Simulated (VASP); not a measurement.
# AlP: single point with PBE+D3(BJ)

AlP:

```
Al P
1.0
     0.00000    2.76137    2.76137
     2.76137    0.00000    2.76137
     2.76137    2.76137    0.00000
Al P
1 1
Direct
  0.00000 0.00000 0.00000
  0.25000 0.25000 0.25000
```

```
Program                : VASP 6.6.1
Task                   : single point
Functional             : PBE
Dispersion             : D3(BJ)
Potentials or basis    : VASP PAW PBE potentials, release 64 (Al, P)
Cutoff                 : 500 eV
k mesh                 : 6 × 6 × 6
Occupations            : fermi-dirac, width 0.01 eV
Spin                   : no spin polarisation
Dipole correction      : no
Further INCAR settings : ALGO = Normal; EDIFF = 1e-06; NBANDS = 11
```

| Property | Result |
| --- | --- |
| Pressure | -3.2 GPa |
| Band gap on the k mesh | 1.64 eV, indirect (least direct gap 3.01 eV) |
| Dispersion energy per atom | -0.297 eV |

Levels at points of the mesh, in eV from the valence-band top:
```
           k point  band 2  band 3  band 4  band 5  band 6  band 7
(0.00, 0.00, 0.00)    0.00    0.00    0.00    3.01    4.51    4.51
(0.50, 0.00, 0.00)   -5.38   -0.74   -0.74    2.68    4.81    4.81
(0.50, 0.50, 0.00)   -5.20   -2.03   -2.03    1.64    2.47   10.78
```

Run time: 5.2 s on 1 thread of AMD EPYC 9R45 96-Core Processor (Zen 5) (shared host), peak memory 0.13 GiB.

A k mesh can miss the band edges. A hybrid or GW would open this gap; PBE tends to underestimate it.
